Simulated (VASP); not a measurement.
Set up this calculation in VASP 6.6.1, as the native input.

| Quantity | Value |
| --- | --- |
| Task | single point |
| Functional | PBE |
| Potentials or basis | VASP PAW PBE potentials, release 64 (In_d, O) |
| Cutoff | 520 eV |
| k mesh | 29 × 29 × 29 |
| Occupations | fermi-dirac, width 0.0612256 eV |
| Spin | no spin polarisation |
| Dipole correction | no |
| Further INCAR settings | ALGO = Normal; EDIFF = 1e-06; NBANDS = 23 |

The structure of In2O (antifluorite type) lies in POSCAR:

```
In2O
1.0
    0.0000000000      3.1625366918      3.1625366918
    3.1625366918      0.0000000000      3.1625366918
    3.1625366918      3.1625366918      0.0000000000
In O
2 1
Direct
    0.2500000000      0.2500000000      0.2500000000
    0.7500000000      0.7500000000      0.7500000000
    0.0000000000      0.0000000000      0.0000000000
```

These files were run (other wordings do the same):

INCAR

```
  PREC = Accurate
  ENCUT = 520
  EDIFF = 1E-6
  ISMEAR = -1
  SIGMA = 0.06122561905347299
  LREAL = False
  LASPH = True
  NELM = 100
  ALGO = Normal
  ISIF = 2
  LWAVE = False
  LCHARG = True
  GGA = PE
  LELF = True
  LVHAR = True
  NBANDS = 23
```

KPOINTS

```
regular mesh
0
Gamma
  29 29 29
```

Potentials or basis: VASP PAW PBE potentials, release 64 (In_d, O).

Run with:

```bash
$ cat potpaw_PBE.64/In_d/POTCAR potpaw_PBE.64/O/POTCAR > POTCAR
$ mpirun -np 1 vasp_std > vasp.out
```

Results of the run:

```yaml
Pressure: 2.0 GPa
Band_gap_on_the_k_mesh: zero (bands 16 and 17 overlap by 2.06 eV)
```

Caveat: spin-orbit coupling is left out, which moves the levels of the heavy elements.

Wall time 29 min on 1 thread of Oxide Virtual Turin-like Processor, on a shared host, peak memory 0.83 GiB.
